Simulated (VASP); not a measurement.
# Si2W (P6_222) in VASP: settings compared, part 2 of 2

VASP 6.6.1. The steps go on from the part before.

## 4. Relaxation of cell and atoms, LDA

This run uses another cell than the first one, of 13.62 Å³/atom.

Contents of INCAR:

```
SYSTEM = Si2W
  ALGO = Normal
  EDIFF = 1E-6
  EDIFFG = -0.005
  ENCUT = 600
  IBRION = 2
  ISIF = 3
  ISMEAR = -1
  LASPH = .True.
  LCHARG = .False.
  LREAL = .False.
  LWAVE = .False.
  NELM = 100
  NSW = 80
  PREC = Accurate
  SIGMA = 0.02
```

Contents of KPOINTS:

```
k-points
0
Gamma
  6 6 4
  0 0 0
```

Contents of POSCAR:

```
Si2W
1.0
    4.6139553708      0.0000000000      0.0000000000
   -2.3069776854      3.9958025630      0.0000000000
    0.0000000000      0.0000000000      6.6464873316
Si W
6 3
Direct
    0.8363477973      0.6726955946      0.5000000000
    0.1636522027      0.8363477973      0.8333333333
    0.6726955946      0.8363477973      0.1666666667
    0.1636522027      0.3273044054      0.5000000000
    0.8363477973      0.1636522027      0.8333333333
    0.3273044054      0.1636522027      0.1666666667
    0.0000000000      0.5000000000      0.1666666667
    0.5000000000      0.5000000000      0.8333333333
    0.5000000000      0.0000000000      0.5000000000
```

Potentials or basis: VASP PAW LDA potentials, release 64 (Si, W_sv).

Started as:

```
cat potpaw_LDA.64/Si/POTCAR potpaw_LDA.64/W_sv/POTCAR > POTCAR
mpirun -np 1 vasp_std > vasp.out
```

OUTCAR:

```text
SYSTEM = Si2W
   EDIFF = 1E-6
   EDIFFG = -0.005
   ENCUT = 600
   IBRION = 2
   ISIF = 3
   ISMEAR = -1
   LASPH = .True.
   LREAL = .False.
   NELM = 100
   NSW = 80
   PREC = Accurate

 ion  position               nearest neighbor table
   1  0.836  0.673  0.500-   2 2.57   3 2.57   7 2.59   8 2.59   4 2.62   9 2.65   9 2.65   9 2.69
                             4 2.69   4 2.69
   2  0.164  0.836  0.833-   1 2.57   6 2.57   9 2.59   7 2.59   5 2.62   8 2.65   8 2.65   8 2.69
                             5 2.69   5 2.69
   3  0.673  0.836  0.167-   1 2.57   5 2.57   9 2.59   8 2.59   6 2.62   7 2.65   7 2.65   7 2.69
                             6 2.69   6 2.69
   4  0.164  0.327  0.500-   5 2.57   6 2.57   7 2.59   8 2.59   1 2.62   9 2.65   9 2.65   9 2.69
                             1 2.69   1 2.69
   5  0.836  0.164  0.833-   4 2.57   3 2.57   9 2.59   7 2.59   2 2.62   8 2.65   8 2.65   8 2.69
                             2 2.69   2 2.69
   6  0.327  0.164  0.167-   4 2.57   2 2.57   9 2.59   8 2.59   3 2.62   7 2.65   7 2.65   7 2.69
                             3 2.69   3 2.69
[... 213 lines left out ...]
  in kB      -79.7030992    -79.7030992    -82.9177226      0.0000000     -0.0000000      0.0000000
  external PRESSURE =     -80.7746403 kB  Pullay stress =       0.0000000 kB
[... 331 lines left out ...]
--------------------------------------- Ionic step        9  -------------------------------------------

 number of electron      65.9999998 magnetization

 Free energy of the ion-electron system (eV)
  ---------------------------------------------------
  ext. energy  EPLUGINS =         0.00000000
  ---------------------------------------------------
  free energy    TOTEN  =       -81.47616051 eV

  energy without entropy =      -81.47507395  energy(sigma->0) =      -81.47561723

 E-fermi :  12.8792     XC(G=0): -12.7702

 val. band max:       12.8674267284   @ k =   0.5000  -0.0000   0.0000
 cond. band min:      12.8908890719   @ k =   0.5000  -0.0000   0.5000
 fundamental gap:      0.0234623435
 Fermi energy:        12.8791578295

 k-point     1 :       0.0000    0.0000    0.0000
  band No.  band energies     occupation
      1     -60.9725      2.00000
      2     -60.9576      2.00000
      3     -60.9576      2.00000
      4     -25.6398      2.00000
      5     -25.6343      2.00000
      6     -25.6343      2.00000
[... 907 lines left out ...]
  FREE ENERGIE OF THE ION-ELECTRON SYSTEM (eV)
  ---------------------------------------------------
  free  energy   TOTEN  =       -81.4761605093 eV

  energy  without entropy=      -81.4750739471  energy(sigma->0) =      -81.47561723

 reached required accuracy - stopping structural energy minimisation
```

Wall time 5.5 min (1 thread of Intel Xeon 6975P-C (Granite Rapids), shared host); peak memory 0.3 GiB.

What came out:

- Free energy: -81.4762 eV
- Relaxed volume: 13.13 Å³/atom
- Relaxed cell: a = 4.557 Å, b = 4.557 Å, c = 6.572 Å, α = 90.00°, β = 90.00°, γ = 120.00°
- Space group after relaxing (to 0.1 Å): P6_222 (No. 180)
- Energy gained by relaxing: 12.6 meV/atom
- Ionic steps: 9
- Pressure after relaxing: 0.0 GPa
- Band gap on the k mesh: zero (bands 33 and 34 overlap by 0.02 eV)

Forces in eV/Å, atoms in the order of the input:
```
Si   0.000 -0.002  0.000
Si   0.002 -0.001  0.000
Si  -0.002 -0.001  0.000
Si   0.000  0.002  0.000
Si  -0.002  0.001  0.000
Si   0.002  0.001  0.000
W    0.000  0.000  0.000
W    0.000  0.000  0.000
W    0.000  0.000  0.000
```

Step by step:
```csv
step,energy change (eV),largest force (eV/Å),pressure (GPa),volume (Å³)
1,0.0000,0.0457,-8.08,122.54
2,0.2830,0.0687,18.10,110.76
3,-0.1133,0.0093,-0.17,118.28
4,-0.1133,0.0087,-0.01,118.19
5,-0.1133,0.0080,0.17,118.11
6,-0.1134,0.0056,-0.25,118.31
7,-0.1135,0.0064,-0.11,118.24
8,-0.1135,0.0014,0.05,118.16
9,-0.1135,0.0024,0.01,118.18
```

Final structure:
```
Si W
1.0
     4.55665    0.00000    0.00000
    -2.27833    3.94618    0.00000
     0.00000    0.00000    6.57214
Si W
6 3
Direct
  0.83619 0.67238 0.50000
  0.16381 0.83619 0.83333
  0.67238 0.83619 0.16667
  0.16381 0.32762 0.50000
  0.83619 0.16381 0.83333
  0.32762 0.16381 0.16667
  0.00000 0.50000 0.16667
  0.50000 0.50000 0.83333
  0.50000 0.00000 0.50000
```

Levels at points of the mesh, in eV from the Fermi level:
| k point | band 31 | band 32 | band 33 | band 34 | band 35 | band 36 |
| --- | --- | --- | --- | --- | --- | --- |
| (0.00, 0.00, 0.00) | -3.06 | -2.57 | -1.01 | 2.28 | 2.28 | 2.34 |
| (0.50, 0.00, 0.00) | -1.76 | -1.22 | -0.70 | -0.01 | 0.79 | 0.91 |
| (0.00, 0.00, 0.50) | -2.55 | -0.79 | -0.79 | 1.85 | 2.15 | 2.15 |
| (0.50, 0.00, 0.50) | -2.20 | -1.33 | 0.01 | 0.65 | 1.08 | 1.29 |

Caveat: spin-orbit coupling is left out, which moves the levels of the heavy elements.

## 5. Overview

| task | level | potentials or basis | cell | cutoff (eV) | gap on the mesh (eV) | pressure (GPa) | relaxed volume (Å³/atom) |
| --- | --- | --- | --- | --- | --- | --- | --- |
| single point | r2SCAN | VASP PAW PBE potentials, release 64 (Si, W_sv) | a = 4.579, b = 4.579, c = 6.610 Å, angles 90.0, 90.0, 120.0°, 9 atoms | 520 | 0.13 | 0.3 | - |
| relaxation of cell and atoms | PBEsol | VASP PAW PBE potentials, release 64 (Si, W_sv) | relaxed from a = 4.614, b = 4.614, c = 6.646 Å, angles 90.0, 90.0, 120.0°, 9 atoms | 600 | 0.00 | 0.0 | 13.32 |
| relaxation of cell and atoms | LDA | VASP PAW LDA potentials, release 64 (Si, W_sv) | relaxed from a = 4.614, b = 4.614, c = 6.646 Å, angles 90.0, 90.0, 120.0°, 9 atoms | 600 | none | 0.0 | 13.13 |

Alike in all rows: no spin polarisation; k mesh 6 × 6 × 4; smearing fermi-dirac 0.02 eV.

Caveats: spin-orbit coupling is left out, which moves the levels of the heavy elements; the PAW data sets were made with another functional, which shifts forces and pressure a little (at least some runs).

Absolute energies hang on the potentials; compare differences alone.
